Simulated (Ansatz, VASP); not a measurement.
## Two plane-wave programs on BaCd3Se4

```
CELL_PARAMETERS angstrom
6.16871 0.00000 0.00000
0.00000 6.16871 0.00000
0.00000 0.00000 10.97472
ATOMIC_POSITIONS crystal
Ba 0.50000 0.50000 0.50000
Cd 0.00000 0.50000 0.50000
Cd 0.50000 0.00000 0.50000
Cd 0.00000 0.00000 0.00000
Se 0.50000 0.50000 0.77692
Se 0.50000 0.50000 0.22308
Se 0.50000 0.50000 0.00000
Se 0.00000 0.00000 0.50000
```

Alike in both runs: functional PBE; k mesh 2 × 2 × 2; occupations gaussian, width 0.15 eV; no spin polarisation.

Ansatz relaxed the structure, and its values are those at the end. VASP's run is a single point on that final structure, the one shown.

```csv
,VASP,Ansatz
version,VASP 6.6.1,Ansatz 0.2.0
potentials or method,"VASP PAW PBE potentials, release 64 (Ba_sv, Cd, Se), cutoff 520 eV","scalar-relativistic, plane waves, PAW"
valence electrons in the cell,70,134
```

|  | VASP | Ansatz | Ansatz less VASP |
| --- | --- | --- | --- |
| gap on the k mesh at the Fermi level (eV) | none | none | - |
| pressure (GPa) | 0.2 | 0.1 | -0.14 |
| rms of the force components (eV/Å) | 0.024 | 0.006 | -0.0185 |

A gap of «none» marks a metal or a gap that the smearing closes. With one functional, cell and mesh, what is left measures potentials, basis and numerics. VASP's potentials hold 70 valence electrons a cell and Ansatz's 134, so a difference there can come from the potentials and not from the codes.

The k mesh is coarse, so the values compare programs but aren't converged. Spin-orbit coupling is off throughout.
